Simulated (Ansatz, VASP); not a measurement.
## ZnSb3 in VASP and in Ansatz

File INCAR:

```
PREC = Accurate
ENCUT = 520
EDIFF = 1E-7
ISMEAR = 0
SIGMA = 0.1
LREAL = F
LASPH = T
NELM = 60
ALGO = Normal
ISIF = 2
LWAVE = F
LCHARG = F
GGA = PE
NBANDS = 22
```

File KPOINTS:

```
Automatic mesh
0
Gamma
  6 6 6
```

POSCAR

```
ZnSb3
1.0
   -2.2224724914      2.2224724914      4.9644840067
    2.2224724914     -2.2224724914      4.9644840067
    2.2224724914      2.2224724914     -4.9644840067
Zn Sb
1 3
Direct
    0.0000000000      0.0000000000      0.0000000000
    0.5000000000      0.5000000000      0.0000000000
    0.2500000000      0.7500000000      0.5000000000
    0.7500000000      0.2500000000      0.5000000000
```

Input for Ansatz:

```yaml
crystal:
  lattice:
    - [-2.2224724914, 2.2224724914, 4.9644840067]
    - [2.2224724914, -2.2224724914, 4.9644840067]
    - [2.2224724914, 2.2224724914, -4.9644840067]
  atoms:
    - { symbol: Zn, position: [0.0, 0.0, 0.0] }
    - { symbol: Sb, position: [0.5, 0.5, 0.0] }
    - { symbol: Sb, position: [0.25, 0.75, 0.5] }
    - { symbol: Sb, position: [0.75, 0.25, 0.5] }
basis:
  ecutwfc: 420
kpoints:
  mp_grid: { grid: [6, 6, 6] }
hamiltonian:
  xc: pbe
scf:
  occupations: { method: gaussian, width: 0.1 }
  lower_state_search: "off"
output:
  forces: true
  stress: true
  eigenvalues: true
```

Alike in both runs: task single point; functional PBE; k mesh 6 × 6 × 6; occupations gaussian, width 0.1 eV; no spin polarisation.

|  | VASP | Ansatz |
| --- | --- | --- |
| version | VASP 6.6.1 | Ansatz 0.2.0 |
| potentials or method | VASP PAW PBE potentials, release 64 (Zn, Sb), cutoff 520 eV | scalar-relativistic, plane waves, PAW |
| valence electrons in the cell | 27 | 57 |

|  | VASP | Ansatz | Ansatz less VASP |
| --- | --- | --- | --- |
| gap on the k mesh at the Fermi level (eV) | none | none | - |
| pressure (GPa) | 2.5 | 2.5 | +0.05 |
| traceless stress, the component that is largest in VASP (GPa) | -0.21 | -0.21 | +0.009 |

A gap of «none» marks a metal or a gap that the smearing closes. VASP's potentials hold 27 valence electrons a cell and Ansatz's 57, so a difference there can come from the potentials and not from the codes.

Spin-orbit coupling is off throughout.
